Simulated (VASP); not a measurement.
WS2 (Tungstenite):

```xyz
3
Lattice="6.4274 0.0000 0.0000 5.6515 3.0612 0.0000 5.6515 1.4323 2.7055" Properties=species:S:1:pos:R:3 pbc="T T T"
W     0.0000    0.0000    0.0000
S     4.4273    1.1220    0.6756
S     7.4291    1.8828    1.1336
```

Program: VASP 6.6.1. Alike in all runs: task single point; no spin polarisation; cell as given; k mesh 12 × 12 × 12; cutoff (eV) 520; smearing fermi-dirac 0.1 eV.

Order these runs on this cell by their pressure, lowest first.
A. level r2SCAN; potentials or basis VASP PAW PBE potentials, release 64 (W_sv, S)
B. level BLYP; potentials or basis VASP PAW PBE potentials, release 64 (W_sv, S)
C. level LDA; potentials or basis VASP PAW LDA potentials, release 64 (W_sv, S)

C (-3.3 GPa), A (2.8 GPa), B (12.5 GPa).

Caveats: the PAW data sets were made with another functional, which shifts forces and pressure a little (some runs).
